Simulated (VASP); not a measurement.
Set up this calculation in VASP 6.6.1, as the native input.

```yaml
Task: single point
Functional: PBEsol
Potentials_or_basis: VASP PAW PBE potentials, release 64 (Ru_pv)
Cutoff: 500 eV
k_mesh: 8 × 8 × 8
Occupations: gaussian, width 0.1 eV
Spin: no spin polarisation
Dipole_correction: no
Further_INCAR_settings: ALGO = Normal; EDIFF = 1e-06; NBANDS = 13
```

The structure of Ru lies in POSCAR:

```
Ru
1.0
    0.0000000000     -1.8818849030     -1.8818849030
    1.8818849030      0.0000000000     -1.8818849030
    1.8818849030     -1.8818849030      0.0000000000
Ru
1
Direct
    0.0000000000      0.0000000000      0.0000000000
```

One way to write it, as run:

INCAR

```
PREC = Accurate
ENCUT = 500
EDIFF = 1E-6
ISMEAR = 0
SIGMA = 0.1
LREAL = F
LASPH = T
NELM = 120
ALGO = Normal
ISIF = 2
LWAVE = F
LCHARG = T
GGA = PS
LELF = T
LVHAR = T
NBANDS = 13
GGA_COMPAT = F
```

KPOINTS

```
Automatic mesh
0
Gamma
  8 8 8
```

Potentials or basis: VASP PAW PBE potentials, release 64 (Ru_pv).

Launch:

```bash
$ cat potpaw_PBE.64/Ru_pv/POTCAR > POTCAR
$ mpirun -np 1 vasp_std > vasp.out
```

It gave:

- Pressure: 0.2 GPa
- Band gap on the k mesh: zero (band 7 reaches 15.31 eV, above the bottom of band 8 at 12.06 eV)

Caveat: the k points lie up to 0.36 Å⁻¹ apart; the PAW data sets were made with another functional, which shifts forces and pressure a little.

It took 8.9 s on 1 thread of AMD EPYC 7R43 64-Core Processor (Zen 3), on a shared host, peak memory 0.09 GiB.
